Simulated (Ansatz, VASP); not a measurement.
Sc7As: VASP beside Ansatz

```
Sc As
1.0
     3.40026    0.00000    0.00000
    -1.70013    2.94471    0.00000
     0.00000    0.00000   19.26312
Sc As
7 1
Direct
  0.00000 0.00000 0.36756
  0.66667 0.33333 0.50000
  0.00000 0.00000 0.63244
  0.66667 0.33333 0.76345
  0.00000 0.00000 0.90254
  0.00000 0.00000 0.09746
  0.66667 0.33333 0.23655
  0.33333 0.66667 0.00000
```

Alike in both runs: functional PBE; k mesh 12 × 12 × 2; occupations gaussian, width 0.1 eV; no spin polarisation.

Ansatz relaxed the structure, and its values are those at the end. VASP's run is a single point on that final structure, the one shown.

```csv
,VASP,Ansatz
version,VASP 6.6.1,Ansatz 0.2.0
potentials or method,"VASP PAW PBE potentials, release 64 (Sc_sv, As), cutoff 520 eV","scalar-relativistic, plane waves, PAW"
valence electrons in the cell,82,92
```

VASP gave:

| Property | Result |
| --- | --- |
| gap on the k mesh at the Fermi level (eV) | none |
| pressure (GPa) | 0.1 |
| rms of the force components (eV/Å) | 0.008 |

Question: What did Ansatz give for the same quantities?

Answer: gap on the k mesh at the Fermi level (eV): none; pressure (GPa): 0.0; rms of the force components (eV/Å): 0.002.

A gap of «none» marks a metal or a gap that the smearing closes. VASP's potentials hold 82 valence electrons a cell and Ansatz's 92, so a difference there can come from the potentials and not from the codes.
